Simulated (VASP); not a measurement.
# ZrN in VASP: single point with PBE

Aim: the single point of ZrN with PBE.

Everything below comes from runs of VASP 6.6.1. Logs are shortened: lines on timing, memory, paths and dates and some standing lists are left out, and cuts for length are marked.

### 1 The cell of the first run

The cell holds a slab with vacuum, 10 atoms: a = 3.230 Å, b = 3.230 Å, c = 29.869 Å, α = 90.00°, β = 90.00°, γ = 120.00°.

### 2 Single point, PBE

Contents of INCAR:

```
PREC = Accurate
ENCUT = 520
EDIFF = 1E-6
ISMEAR = 0
SIGMA = 0.05
LREAL = False
LASPH = True
NELM = 120
ALGO = Normal
ISIF = 2
LWAVE = False
LCHARG = False
LDIPOL = True
IDIPOL = 3
DIPOL = 0.5 0.5 0.501
GGA = PE
NBANDS = 54
GGA_COMPAT = False
NELMDL = -8
```

Contents of KPOINTS:

```
Automatic mesh
0
Gamma
  21 21 1
```

Contents of POSCAR:

```
ZrN
1.0
    3.2303890500      0.0000000000      0.0000000000
   -1.6151945200      2.7975989800      0.0000000000
    0.0000000000      0.0000000000     29.8692075318
N Zr
5 5
Direct
    0.3333333329      0.6666666668      0.3013136519
    0.0000000000      0.0000000000      0.3896187010
    0.6666666661      0.3333333329      0.4779237402
    0.3333333329      0.6666666668      0.5676095866
    0.0000000000      0.0000000000      0.6567479484
    0.6666666661      0.3333333329      0.3454661815
    0.3333333329      0.6666666668      0.4337712206
    0.0000000000      0.0000000000      0.5221507291
    0.6666666661      0.3333333329      0.6130778750
    0.3333333329      0.6666666668      0.6991181047
```

Potentials or basis: VASP PAW PBE potentials, release 64 (N, Zr_sv).

Launch:

```
> cat potpaw_PBE.64/N/POTCAR potpaw_PBE.64/Zr_sv/POTCAR > POTCAR
> mpirun -np 1 vasp_std > vasp.out
```

OUTCAR:

```text
PREC = Accurate
   ENCUT = 520
   EDIFF = 1E-6
   ISMEAR = 0
   LREAL = False
   LASPH = True
   NELM = 120
   ISIF = 2
   GGA = PE
   NELMDL = -8

 ion  position               nearest neighbor table
   1  0.333  0.667  0.301-   6 2.28   6 2.28   6 2.28
   2  0.000  0.000  0.390-   6 2.28   7 2.28   6 2.28   6 2.28   7 2.28   7 2.28
   3  0.667  0.333  0.478-   7 2.28   7 2.28   7 2.28   8 2.29   8 2.29   8 2.29
   4  0.333  0.667  0.568-   8 2.31   8 2.31   8 2.31   9 2.31   9 2.31   9 2.31
   5  0.000  0.000  0.657-  10 2.25  10 2.25  10 2.25   9 2.28   9 2.28   9 2.28
   6  0.667  0.333  0.345-   2 2.28   2 2.28   2 2.28   1 2.28   1 2.28   1 2.28   7 3.23   7 3.23
                             7 3.23
   7  0.333  0.667  0.434-   2 2.28   3 2.28   2 2.28   3 2.28   3 2.28   2 2.28   6 3.23   6 3.23
                             6 3.23   8 3.23   8 3.23   8 3.23
   8  0.000  0.000  0.522-   3 2.29   3 2.29   3 2.29   4 2.31   4 2.31   4 2.31   7 3.23   7 3.23
                             7 3.23   9 3.29   9 3.29   9 3.29
   9  0.667  0.333  0.613-   5 2.28   5 2.28   5 2.28   4 2.31   4 2.31   4 2.31  10 3.18  10 3.18
                            10 3.18   8 3.29   8 3.29   8 3.29
  10  0.333  0.667  0.699-   5 2.25   5 2.25   5 2.25   9 3.18   9 3.18   9 3.18

  LATTYP: Found a hexagonal cell.
 ALAT       =     3.2303890500
 C/A-ratio  =     9.2463189633

  Lattice vectors:

 A1 = (   3.2303890500,   0.0000000000,   0.0000000000)
 A2 = (  -1.6151945200,   2.7975989800,   0.0000000000)
 A3 = (   0.0000000000,   0.0000000000,  29.8692075318)

Analysis of symmetry for initial positions (statically):
=====================================================================
 Subroutine PRICEL returns:
 Original cell was already a primitive cell.

 Routine SETGRP: Setting up the symmetry group for a
 hexagonal supercell.

 Subroutine GETGRP returns: Found  6 space group operations
 (whereof  6 operations were pure point group operations)
 out of a pool of 24 trial point group operations.

The static configuration has the point symmetry C_3v.

Analysis of symmetry for dynamics (positions and initial velocities):
=====================================================================
 Subroutine PRICEL returns:
 Original cell was already a primitive cell.

 Routine SETGRP: Setting up the symmetry group for a
 hexagonal supercell.

 Subroutine GETGRP returns: Found  6 space group operations
 (whereof  6 operations were pure point group operations)
 out of a pool of 24 trial point group operations.

The dynamic configuration has the point symmetry C_3v.

 Subroutine INISYM returns: Found  6 space group operations
 (whereof  6 operations are pure point group operations),
 and found     1 'primitive' translations

----------------------------------------------------------------------------------------

                                     Primitive cell

  volume of cell :     269.9380

  direct lattice vectors                    reciprocal lattice vectors
     3.230389050  0.000000000  0.000000000     0.309560237  0.178724686  0.000000000
    -1.615194520  2.797598980  0.000000000     0.000000000  0.357449373  0.000000000
     0.000000000  0.000000000 29.869207532     0.000000000  0.000000000  0.033479295

  length of vectors
     3.230389050  3.230389046 29.869207532     0.357449372  0.357449373  0.033479295

  position of ions in fractional coordinates (direct lattice)
     0.333333333  0.666666667  0.301313652
     0.000000000  0.000000000  0.389618701
     0.666666666  0.333333333  0.477923740
     0.333333333  0.666666667  0.567609587
     0.000000000  0.000000000  0.656747948
     0.666666666  0.333333333  0.345466182
     0.333333333  0.666666667  0.433771221
     0.000000000  0.000000000  0.522150729
     0.666666666  0.333333333  0.613077875
     0.333333333  0.666666667  0.699118105

  ion indices of the primitive-cell ions
   primitive index   ion index
                 1           1
                 2           2
                 3           3
                 4           4
                 5           5
                 6           6
                 7           7
                 8           8
                 9           9
                10          10

----------------------------------------------------------------------------------------

 KPOINTS: Automatic mesh

Automatic generation of k-mesh.
 Grid dimensions read from file:
 generate k-points for:   21   21    1

 Generating k-lattice:

  Cartesian coordinates                     Fractional coordinates (reciprocal lattice)
     0.014740964  0.008510699  0.000000000     0.047619048 -0.000000000  0.000000000
     0.000000000  0.017021399  0.000000000     0.000000000  0.047619048  0.000000000
     0.000000000  0.000000000  0.033479295     0.000000000  0.000000000  1.000000000

  Length of vectors
     0.017021399  0.017021399  0.033479295

  Shift w.r.t. Gamma in fractional coordinates (k-lattice)
     0.000000000  0.000000000  0.000000000

 Subroutine IBZKPT returns following result:
 ===========================================

 Found     48 irreducible k-points:

 Following reciprocal coordinates:
            Coordinates               Weight
  0.000000  0.000000  0.000000      1.000000
  0.047619  0.000000  0.000000      6.000000
  0.095238  0.000000  0.000000      6.000000
  0.142857 -0.000000  0.000000      6.000000
  0.190476  0.000000  0.000000      6.000000
  0.238095  0.000000  0.000000      6.000000
[... 16 lines left out ...]
  0.142857  0.095238  0.000000     12.000000
  0.190476  0.095238  0.000000     12.000000
 [... further k-points ...]
   k-points           NKPTS =     48   k-points in BZ     NKDIM =     48   number of bands    NBANDS=     54
   number of dos      NEDOS =    301   number of ions     NIONS =     10
   total plane-waves  NPLWV = 129024
   dimension x,y,z NGX =    24 NGY =   24 NGZ =  224
   dimension x,y,z NGXF=    48 NGYF=   48 NGZF=  448
   ions per type =               5   5
   NGX,Y,Z   is equivalent  to a cutoff of  12.35, 12.35, 12.47 a.u.
   NGXF,Y,Z  is equivalent  to a cutoff of  24.70, 24.70, 24.93 a.u.
 SYSTEM =  unknown system
   PREC   = accura    normal or accurate (medium, high low for compatibility)
   ISTART =      0    job   : 0-new  1-cont  2-samecut
   ICHARG =      2    charge: 1-file 2-atom 10-const
   ISPIN  =      1    spin polarized calculation?
   LNONCOLLINEAR =      F non collinear calculations
   LSORBIT =      F    spin-orbit coupling
   LASPH  =      T    aspherical Exc in radial PAW
   ENCUT  =  520.0 eV  38.22 Ry    6.18 a.u.   6.01  6.01 55.54*2*pi/ulx,y,z
   NELM   =    120;   NELMIN=  2; NELMDL= -8     # of ELM steps
   EDIFF  = 0.1E-05   stopping-criterion for ELM
   LREAL  =      F    real-space projection
[... 7 lines left out ...]
   TEBEG  =    0.0;   TEEND  =   0.0 temperature during run
   PSTRESS=    0.0 pullay stress
   NELECT =      85.0000    total number of electrons
   NUPDOWN=      -1.0000    fix difference up-down
   EMIN   =  10.00;   EMAX   =-10.00  energy-range for DOS
   EFERMI =   0.00;   METHOD = LEGACY
   ISMEAR =     0;   SIGMA  =   0.05  broadening in eV -4-tet -1-fermi 0-gaus
   EFERMI_NEDOS =   21; number of points for ismear=-14 and -15
   IALGO  =     38    algorithm
   IMIX   =      4    mixing-type and parameters
     AMIX     =   0.40;   BMIX     =  1.00
     AMIX_MAG =   1.60;   BMIX_MAG =  1.00
  volume/ion in A,a.u.               =      26.99       182.16
  Fermi-wavevector in a.u.,A,eV,Ry     =   1.113764  2.104709 16.877620  1.240470
  Thomas-Fermi vector in A             =   2.250352
   LORBIT       =      0    0 simple, 1 ext, 2 COOP (PROOUT), +10 PAW based schemes
   GGA     = PE    functional components
   LHFCALC =     F    Hartree Fock is set to
   AEXX    =    0.0000 exact exchange contribution
   IVDW    =     0    specifies the selected vdW correction
   LEPSILON=     F    determine dielectric tensor
   LRPA    =     F    only Hartree local field effects (RPA)
 non-spin polarized calculation
 Gauss-broadening in eV      SIGMA  =   0.05
  energy-cutoff  :      520.00
  volume of cell :      269.94
 maximum number of plane-waves:      7356
   NGX = 13   NGY = 13   NGZ =111

 dipolmoment           0.000000      0.000000      0.046554 electrons x Angstroem

 number of electron      85.0000011 magnetization

 dipolmoment           0.000000      0.000000     -0.186515 electrons x Angstroem

 Free energy of the ion-electron system (eV)
  ---------------------------------------------------
  ext. energy  EPLUGINS =         0.00000000
  ---------------------------------------------------
  free energy    TOTEN  =       -96.89283406 eV

  energy without entropy =      -96.88371725  energy(sigma->0) =      -96.88827565

 E-fermi :   1.6547     XC(G=0):  -6.3074

 val. band max:        1.6454903899   @ k =   0.0476   0.0000   0.0000
 cond. band min:       1.6569019265   @ k =   0.1429   0.0952   0.0000
 fundamental gap:      0.0114115366
 Fermi energy:         1.6546764004

 k-point     1 :       0.0000    0.0000    0.0000
  band No.  band energies     occupation
      1     -47.8945      2.00000
      2     -47.8019      2.00000
      3     -47.7450      2.00000
      4     -47.5249      2.00000
      5     -46.4213      2.00000
      6     -26.5526      2.00000
[... 46 lines left out ...]
     53       3.6837      0.00000
     54       4.4013      0.00000

 k-point     2 :       0.0476    0.0000    0.0000
  band No.  band energies     occupation
      1     -47.8920      2.00000
      2     -47.7998      2.00000
      3     -47.7430      2.00000
      4     -47.5231      2.00000
      5     -46.4192      2.00000
      6     -26.5441      2.00000
[... 1246 lines left out ...]
 k-point    24 :       0.1905    0.0952    0.0000
  band No.  band energies     occupation
      1     -47.8373      2.00000
      2     -47.7524      2.00000
      3     -47.7004      2.00000
      4     -47.4823      2.00000
      5     -46.3732      2.00000
      6     -26.3524      2.00000
[... 46 lines left out ...]
     53       4.8325      0.00000
     54       4.9911      0.00000

 [... further k-points ...]

------------------------ aborting loop because EDIFF is reached ----------------------------------------

 vacuum level on the upper side and lower side of the slab       (xc-potential included)        -1.903         1.741

  FORCE on cell =-STRESS in cart. coord.  units (eV):
  Direction    XX          YY          ZZ          XY          YZ          ZX
  --------------------------------------------------------------------------------------
  -------------------------------------------------------------------------------------
  Total        1.1965532      1.1965532     -2.8880767      0.0000000     -0.0000000      0.0000000
  in kB        7.1019664      7.1019664    -17.1417564      0.0000000     -0.0000000      0.0000000
  external PRESSURE =      -0.9792745 kB  Pullay stress =       0.0000000 kB

 VOLUME and BASIS-vectors are now :
 -----------------------------------------------------------------------------
  energy-cutoff  :      520.00
  volume of cell :      269.94
      direct lattice vectors                 reciprocal lattice vectors
     3.230389050  0.000000000  0.000000000     0.309560237  0.178724686  0.000000000
    -1.615194520  2.797598980  0.000000000     0.000000000  0.357449373  0.000000000
     0.000000000  0.000000000 29.869207532     0.000000000  0.000000000  0.033479295

 POSITION                                       TOTAL-FORCE (eV/Angst)
 -----------------------------------------------------------------------------------
      0.00000      1.86507      9.00000         0.000000     -0.000000      4.705269
      0.00000      0.00000     11.63760         0.000000     -0.000000      1.206042
      1.61519      0.93253     14.27520         0.000000     -0.000000      0.050300
      0.00000      1.86507     16.95405         0.000000     -0.000000      0.016597
      0.00000      0.00000     19.61654         0.000000     -0.000000     -0.103154
      1.61519      0.93253     10.31880         0.000000     -0.000000     -6.506143
      0.00000      1.86507     12.95640        -0.000000      0.000000      0.536447
      0.00000      0.00000     15.59623        -0.000000     -0.000000     -0.037701
      1.61519      0.93253     18.31215         0.000000     -0.000000      0.053267
      0.00000      1.86507     20.88210         0.000000     -0.000000      0.079075
 -----------------------------------------------------------------------------------
    total drift:                                0.000012      0.000003     -0.000047

  FREE ENERGIE OF THE ION-ELECTRON SYSTEM (eV)
  ---------------------------------------------------
  free  energy   TOTEN  =       -96.8928340589 eV

  energy  without entropy=      -96.8837172493  energy(sigma->0) =      -96.88827565

 vacuum level on the upper side and lower side of the slab         6.074         9.808
```

Wall time 38 min (1 thread of Oxide Virtual Turin-like, shared host); peak memory 0.64 GiB.

Results:

| Quantity | Value |
| --- | --- |
| Free energy | -96.8928 eV |
| Largest force | 6.506 eV/Å |
| Band gap on the k mesh | zero (an odd number of electrons rules out a gap without spin polarisation) |

Forces on the atoms (eV/Å):
```
N    0.000  0.000  4.705
N    0.000  0.000  1.206
N    0.000  0.000  0.050
N    0.000  0.000  0.017
N    0.000  0.000 -0.103
Zr   0.000  0.000 -6.506
Zr   0.000  0.000  0.536
Zr   0.000  0.000 -0.038
Zr   0.000  0.000  0.053
Zr   0.000  0.000  0.079
```

Levels at points of the mesh, in eV from the Fermi level:
| k point | band 38 | band 39 | band 40 | band 41 | band 42 | band 43 | band 44 | band 45 | band 46 | band 47 |
| --- | --- | --- | --- | --- | --- | --- | --- | --- | --- | --- |
| (0.00, 0.00, 0.00) | -1.16 | -0.92 | -0.27 | -0.27 | -0.16 | 0.07 | 0.07 | 0.41 | 0.66 | 0.66 |

Caveat: an odd number of electrons without spin polarisation forces a metal; a magnetic or distorted state may lie lower.
